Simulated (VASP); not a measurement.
Here is a VASP 6.6.1 calculation.

INCAR

```
SYSTEM = Ca3S
  PREC = Accurate
  ENCUT = 600
  EDIFF = 1E-6
  ISMEAR = 0
  SIGMA = 0.1
  LREAL = .False.
  LASPH = .True.
  NELM = 100
  ALGO = Normal
  ISIF = 3
  LWAVE = .False.
  LCHARG = .False.
  GGA = PE
  IBRION = 2
  NSW = 100
  EDIFFG = -0.01
```

Contents of KPOINTS:

```
Automatic mesh
0
Gamma
  10 10 10
  0 0 0
```

Contents of POSCAR:

```
Ca3S
1.0
    4.9682681100      0.0000000000      0.0000000000
    0.0000000000      4.9682681100      0.0000000000
    0.0000000000      0.0000000000      4.9682681100
Ca S
3 1
Direct
    0.0000000000      0.5000000000      0.5000000000
    0.5000000000      0.0000000000      0.5000000000
    0.5000000000      0.5000000000      0.0000000000
    0.0000000000      0.0000000000      0.0000000000
```

Potentials or basis: VASP PAW PBE potentials, release 64 (Ca_sv, S).

Run with:

```sh
$ cat potpaw_PBE.64/Ca_sv/POTCAR potpaw_PBE.64/S/POTCAR > POTCAR
$ mpirun -np 1 vasp_std > vasp.out
```

Question: Estimate the space group after relaxing (to 0.1 Å).

Answer: Pm-3m (No. 221).

Question: What does it give for the relaxed cell?

Answer: a = 4.971 Å, b = 4.971 Å, c = 4.971 Å, α = 90.00°, β = 90.00°, γ = 90.00°.

Question: What does it give for the band gap on the k mesh?

Answer: Zero (bands 18 and 19 overlap by 1.56 eV).

Final structure:
```
Ca S
1.0
     4.97081    0.00000    0.00000
     0.00000    4.97081    0.00000
     0.00000    0.00000    4.97081
Ca S
3 1
Direct
  0.00000 0.50000 0.50000
  0.50000 0.00000 0.50000
  0.50000 0.50000 0.00000
  0.00000 0.00000 0.00000
```
